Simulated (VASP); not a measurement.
A run of VASP 6.6.1 is set up as follows.

INCAR

```
ALGO = Normal ; EDIFF = 1E-6
ENCUT = 520 ; GGA = PE
ISIF = 2 ; ISMEAR = 0
LASPH = True ; LCHARG = False
LREAL = False ; LWAVE = False
NBANDS = 45 ; NELM = 60
PREC = Accurate ; SIGMA = 0.1
```

The input KPOINTS:

```
k-points
0
Gamma
  3 3 3
```

File POSCAR:

```
Hf2SnTe6
1.0
    3.5297854000      2.0379225000      7.0994193000
   -3.5297854000      2.0379225000      7.0994193000
    0.0000000000     -4.0758451000      7.0994193000
Hf Sn Te
2 1 6
Direct
    0.3333560000      0.3333560000      0.3333560000
    0.6666440000      0.6666440000      0.6666440000
    0.0000000000      0.0000000000      0.0000000000
    0.2688540000      0.5646550000      0.9165160000
    0.5646550000      0.9165160000      0.2688540000
    0.9165160000      0.2688540000      0.5646550000
    0.0834840000      0.7311460000      0.4353450000
    0.4353450000      0.0834840000      0.7311460000
    0.7311460000      0.4353450000      0.0834840000
```

Potentials or basis: VASP PAW PBE potentials, release 64 (Hf_pv, Sn_d, Te).

Command:

```bash
$ cat potpaw_PBE.64/Hf_pv/POTCAR potpaw_PBE.64/Sn_d/POTCAR potpaw_PBE.64/Te/POTCAR > POTCAR
$ mpirun -np 1 vasp_std > vasp.out
```

(1) Predict the largest force.

(2) What does it give for the band gap on the k mesh?

Answers

(1) 0.074 eV/Å.

(2) zero (band 35 reaches 4.71 eV, above the bottom of band 36 at 3.99 eV).

Caveat: spin-orbit coupling is left out, which moves the levels of the heavy elements.
